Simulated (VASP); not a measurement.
# Te (R-3m) in VASP: notebook, part 3 of 3

VASP 6.6.1. The steps go on from the part before.

## (4) Single point, PBEsol (29.51 Å³/atom)

This run uses another cell than the first one, of 29.51 Å³/atom.

Input file INCAR:

```
SYSTEM = Te
PREC     = Accurate       ! precision mode
ENCUT    = 520            ! plane-wave cutoff, eV
EDIFF    = 1E-6           ! SCF threshold, eV
ISMEAR   = 0              ! smearing method
SIGMA    = 0.15           ! smearing width, eV
LREAL    = .False.        ! projectors in reciprocal space
LASPH    = .True.         ! aspherical terms in the spheres
NELM     = 80             ! most SCF steps
ALGO     = Normal         ! electronic algorithm
ISIF     = 2              ! what is computed and relaxed
LWAVE    = .False.        ! write WAVECAR
LCHARG   = .False.        ! write CHGCAR
GGA      = PS             ! functional
NBANDS   = 9              ! bands
```

Input file KPOINTS:

```
Automatic mesh
0
Gamma
  15 15 15
  0 0 0
```

Input file POSCAR:

```
Te
1.0
    2.1902616587      1.2645481583      1.7760101703
   -2.1902616587      1.2645481583      1.7760101703
    0.0000000000     -2.5290963164      1.7760101704
Te
1
Direct
    0.5000000000      0.5000000000      0.5000000000
```

Potentials or basis: VASP PAW PBE potentials, release 64 (Te).

Launch:

```
cat potpaw_PBE.64/Te/POTCAR > POTCAR
mpirun -np 1 vasp_std > vasp.out
```

OUTCAR:

```text
SYSTEM = Te
   PREC = Accurate
   ENCUT = 520
   EDIFF = 1E-6
   ISMEAR = 0
   LREAL = .False.
   LASPH = .True.
   NELM = 80
   ISIF = 2
   GGA = PS

 ion  position               nearest neighbor table
   1  0.500  0.500  0.500-

  LATTYP: Found a trigonal (rhomboedric) cell.
 ALAT       =     3.0903948458
 COS(alpha) =    -0.0046020395

  Lattice vectors:

 A1 = (   2.1902616587,   1.2645481583,   1.7760101703)
 A2 = (  -2.1902616587,   1.2645481583,   1.7760101703)
 A3 = (   0.0000000000,  -2.5290963164,   1.7760101704)

Analysis of symmetry for initial positions (statically):
=====================================================================
 Subroutine PRICEL returns:
 Original cell was already a primitive cell.

 Routine SETGRP: Setting up the symmetry group for a
 trigonal (rhombohedral) supercell.

 Subroutine GETGRP returns: Found 12 space group operations
 (whereof 12 operations were pure point group operations)
 out of a pool of 12 trial point group operations.

The static configuration has the point symmetry D_3d.

[... 162 lines left out ...]
 fundamental gap:      0.0051987869
 Fermi energy:         7.7046466810

 k-point     1 :       0.0000    0.0000    0.0000
  band No.  band energies     occupation
      1      -6.7553      2.00000
      2       8.9815      0.00000
      3       9.0134      0.00000
      4       9.0134      0.00000
      5      13.6193      0.00000
      6      13.6193      0.00000
      7      14.4486      0.00000
      8      25.8979      0.00000
      9      25.9115      0.00000
[... 265 lines left out ...]
 k-point    24 :       0.2000    0.1333    0.0000
  band No.  band energies     occupation
      1      -5.9944      2.00000
      2       5.4732      2.00000
      3       7.3019      1.99985
      4       9.6923      0.00000
      5      14.5734      0.00000
      6      16.8082      0.00000
      7      18.2972      0.00000
      8      19.9163      0.00000
      9      22.0828      0.00000

 [... further k-points ...]

------------------------ aborting loop because EDIFF is reached ----------------------------------------

  FORCE on cell =-STRESS in cart. coord.  units (eV):
  Direction    XX          YY          ZZ          XY          YZ          ZX
  --------------------------------------------------------------------------------------
  -------------------------------------------------------------------------------------
  Total        0.7038114      0.7038114      0.6896612      0.0000000      0.0000000      0.0000000
  in kB       38.2066360     38.2066360     37.4384891      0.0000000      0.0000000      0.0000000
  external PRESSURE =      37.9505870 kB  Pullay stress =       0.0000000 kB

 VOLUME and BASIS-vectors are now :
 -----------------------------------------------------------------------------
  energy-cutoff  :      520.00
  volume of cell :       29.51
      direct lattice vectors                 reciprocal lattice vectors
     2.190261659  1.264548158  1.776010170     0.228283227  0.131799383  0.187686613
    -2.190261659  1.264548158  1.776010170    -0.228283227  0.131799383  0.187686613
     0.000000000 -2.529096316  1.776010170     0.000000000 -0.263598765  0.187686613

 POSITION                                       TOTAL-FORCE (eV/Angst)
 -----------------------------------------------------------------------------------
      0.00000      0.00000      2.66402         0.000000      0.000000     -0.000000
 -----------------------------------------------------------------------------------
    total drift:                                0.000000      0.000000     -0.000000

  FREE ENERGIE OF THE ION-ELECTRON SYSTEM (eV)
  ---------------------------------------------------
  free  energy   TOTEN  =        -3.4943952032 eV

  energy  without entropy=       -3.4889347416  energy(sigma->0) =       -3.49166497
```

OSZICAR:

```text
N       E                     dE             d eps       ncg     rms          rms(c)
DAV:   1     0.169882710122E+02    0.16988E+02   -0.25218E+03  6200   0.533E+02
DAV:   2    -0.294173807247E+01   -0.19930E+02   -0.19003E+02  8043   0.733E+01
DAV:   3    -0.349073193249E+01   -0.54899E+00   -0.54677E+00  7654   0.150E+01
DAV:   4    -0.349471718003E+01   -0.39852E-02   -0.39849E-02  8466   0.145E+00
DAV:   5    -0.349475802132E+01   -0.40841E-04   -0.40841E-04  7947   0.117E-01    0.933E+00
DAV:   6    -0.349454086594E+01    0.21716E-03   -0.23121E-04  8196   0.120E-01    0.566E+00
DAV:   7    -0.349437859844E+01    0.16227E-03   -0.58268E-04  6977   0.183E-01    0.456E-02
DAV:   8    -0.349439061553E+01   -0.12017E-04   -0.11010E-05  8724   0.213E-02    0.307E-02
DAV:   9    -0.349439537714E+01   -0.47616E-05   -0.42131E-06  6793   0.137E-02    0.181E-02
DAV:  10    -0.349439520318E+01    0.17396E-06   -0.91861E-08  4321   0.187E-03
   1 F= -.34943952E+01 E0= -.34916650E+01  d E =-.546046E-02
```

Run time: 50 s. Hardware: 1 thread of Intel Xeon 8259CL, shared host; peak memory 0.21 GiB.

What came out:

| Item | Value |
| --- | --- |
| Free energy | -3.4944 eV |
| Pressure | 3.8 GPa |
| Band gap on the k mesh | zero (bands 3 and 4 overlap by 6.17 eV) |

Stress tensor (GPa, compression positive):
```
3.82 0.00 0.00
0.00 3.82 0.00
0.00 0.00 3.74
```

Levels at points of the mesh, in eV from the Fermi level:
| k point | band 1 | band 2 | band 3 | band 4 | band 5 | band 6 | band 7 | band 8 |
| --- | --- | --- | --- | --- | --- | --- | --- | --- |
| (0.00, 0.00, 0.00) | -14.46 | 1.28 | 1.31 | 1.31 | 5.91 | 5.91 | 6.74 | 18.19 |

Caveat: the cell stands under pressure; the PAW data sets were made with another functional, which shifts forces and pressure a little; spin-orbit coupling is left out, which moves the levels of the heavy elements.

## (5) Single point, PBEsol (29.51 Å³/atom)

This run uses another cell than the first one, of 29.51 Å³/atom.

Input file INCAR:

```
PREC = Accurate
ENCUT = 520
EDIFF = 1E-6
ISMEAR = 0
SIGMA = 0.15
LREAL = False
LASPH = True
NELM = 80
ALGO = Normal
ISIF = 2
LWAVE = False
LCHARG = False
GGA = PS
NBANDS = 9
```

Input file KPOINTS:

```
regular mesh
0
Gamma
  15 15 15
```

Input file POSCAR:

```
Te
1.0
    2.2296317181      1.2872784727      1.7138435806
   -2.2296317181      1.2872784727      1.7138435806
    0.0000000000     -2.5745569452      1.7138435807
Te
1
Direct
    0.5000000000      0.5000000000      0.5000000000
```

Launch:

```
cat potpaw_PBE.64/Te/POTCAR > POTCAR
mpirun -np 1 vasp_std > vasp.out
```

Run time: 52 s. Hardware: 1 thread of Intel Xeon 8259CL, shared host; peak memory 0.2 GiB.

It converged, with:

```yaml
Free_energy: -3.4959 eV
Pressure: 3.6 GPa
Band_gap_on_the_k_mesh: zero (bands 3 and 4 overlap by 5.71 eV)
```

Stress tensor (GPa, compression positive):
```
3.72 0.00 0.00
0.00 3.72 0.00
0.00 0.00 3.39
```

Levels at points of the mesh, in eV from the Fermi level:
```csv
k point,band 1,band 2,band 3,band 4,band 5,band 6
"(0.00, 0.00, 0.00)",-14.43,1.15,1.43,1.43,5.96,5.96
```

Caveat: the cell stands under pressure; the PAW data sets were made with another functional, which shifts forces and pressure a little; spin-orbit coupling is left out, which moves the levels of the heavy elements.

## (6) Single point, PBEsol (29.51 Å³/atom)

This run uses another cell than the first one, of 29.51 Å³/atom.

Input file INCAR:

```
SYSTEM = Te
ALGO     = Normal         ! electronic algorithm
EDIFF    = 1E-7           ! SCF threshold, eV
ENCUT    = 520            ! plane-wave cutoff, eV
GGA      = PS             ! functional
ISIF     = 2              ! what is computed and relaxed
ISMEAR   = 0              ! smearing method
LASPH    = .TRUE.         ! aspherical terms in the spheres
LCHARG   = .FALSE.        ! write CHGCAR
LREAL    = .FALSE.        ! projectors in reciprocal space
LWAVE    = .FALSE.        ! write WAVECAR
NBANDS   = 9              ! bands
NELM     = 100            ! most SCF steps
PREC     = Accurate       ! precision mode
SIGMA    = 0.15           ! smearing width, eV
```

Input file KPOINTS:

```
k-points
0
G
  15 15 15
  0 0 0
```

Input file POSCAR:

```
Te
1.0
    2.1515729123      1.2422112001      1.8404554692
   -2.1515729123      1.2422112001      1.8404554692
    0.0000000000     -2.4844224002      1.8404554692
Te
1
Direct
    0.5000000000      0.5000000000      0.5000000000
```

Potentials or basis: VASP PAW PBE potentials, release 64 (Te).

Launch:

```
cat potpaw_PBE.64/Te/POTCAR > POTCAR
mpirun -np 1 vasp_std > vasp.out
```

It took 55 s on 1 thread of Intel Xeon 8259CL, shared host; peak memory 0.21 GiB.

The run converged. Its results:

```
Free energy            : -3.4954 eV
Pressure               : 3.7 GPa
Band gap on the k mesh : zero (bands 3 and 4 overlap by 5.98 eV)
```

Stress tensor (GPa, compression positive):
```
3.60 0.00 0.00
0.00 3.60 0.00
0.00 0.00 3.82
```

Levels at points of the mesh, in eV from the Fermi level:
| k point | band 1 | band 2 | band 3 | band 4 | band 5 | band 6 | band 7 | band 8 |
| --- | --- | --- | --- | --- | --- | --- | --- | --- |
| (0.00, 0.00, 0.00) | -14.44 | 1.25 | 1.25 | 1.47 | 5.95 | 5.95 | 6.77 | 18.02 |

Caveat: the cell stands under pressure; the PAW data sets were made with another functional, which shifts forces and pressure a little; spin-orbit coupling is left out, which moves the levels of the heavy elements.

## (7) The runs side by side

| cell | gap on the mesh (eV) | pressure (GPa) |
| --- | --- | --- |
| a = 3.062 Å, angles 91.3°, 1 atom | none | 6.1 |
| a = 3.061 Å, angles 89.2°, 1 atom | none | 6.1 |
| a = 3.090 Å, angles 90.3°, 1 atom | none | 3.8 |
| a = 3.093 Å, angles 92.3°, 1 atom | none | 3.6 |
| a = 3.092 Å, angles 88.2°, 1 atom | none | 3.7 |

Alike in all rows: task single point; level PBEsol; potentials or basis VASP PAW PBE potentials, release 64 (Te); no spin polarisation; k mesh 15 × 15 × 15; cutoff (eV) 520; smearing gaussian 0.15 eV.

Caveats: the cell stands under pressure; the PAW data sets were made with another functional, which shifts forces and pressure a little; spin-orbit coupling is left out, which moves the levels of the heavy elements.

Absolute energies hang on the potentials; compare differences alone.
